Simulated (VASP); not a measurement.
Write the native input for VASP 6.6.1 that does the following.

```yaml
Task: single point
Functional: PBE
Potentials_or_basis: VASP PAW PBE potentials, release 64 (Mg, Sn_d, N)
Cutoff: 520 eV
k_mesh: 6 × 6 × 6
Occupations: gaussian, width 0.1 eV
Spin: no spin polarisation
Dipole_correction: no
Further_INCAR_settings: ALGO = Normal; EDIFF = 1e-06; NBANDS = 24
```

The structure of Mg3SnN2 lies in POSCAR:

```
Mg3SnN2
1.0
    3.3968705219      1.9611841102      4.8830584941
   -3.3968705219      1.9611841102      4.8830584941
    0.0000000000     -3.9223682205      4.8830584941
Mg Sn N
3 1 2
Direct
    0.0000000000      0.5000000000      0.0000000000
    0.5000000000      0.0000000000      0.0000000000
    0.0000000000      0.0000000000      0.5000000000
    0.0000000000      0.0000000000      0.0000000000
    0.8330719012      0.8330719012      0.8330719012
    0.1669280988      0.1669280988      0.1669280988
```

The cell was generated, and may not be a known phase.

The input as run:

INCAR

```
SYSTEM = Mg3SnN2
PREC = Accurate ; ENCUT = 520
EDIFF = 1E-6 ; ISMEAR = 0
SIGMA = 0.1 ; LREAL = .FALSE.
LASPH = .TRUE. ; NELM = 80
ALGO = Normal ; ISIF = 2
LWAVE = .FALSE. ; LCHARG = .FALSE.
GGA = PE ; NBANDS = 24
```

KPOINTS

```
Automatic mesh
0
G
  6 6 6
  0 0 0
```

Potentials or basis: VASP PAW PBE potentials, release 64 (Mg, Sn_d, N).

Launch:

```sh
$ cat potpaw_PBE.64/Mg/POTCAR potpaw_PBE.64/Sn_d/POTCAR potpaw_PBE.64/N/POTCAR > POTCAR
$ mpirun -np 1 vasp_std > vasp.out
```

Results of the run:

| Item | Value |
| --- | --- |
| Pressure | 0.0 GPa |
| Largest force | 0.008 eV/Å |
| Band gap on the k mesh | zero (bands 15 and 16 overlap by 0.37 eV) |

Caveat: spin-orbit coupling is left out, which moves the levels of the heavy elements.

It took 120 s on 1 thread of Intel(R) Xeon(R) 6975P-C (Granite Rapids), on a shared host, peak memory 0.42 GiB.
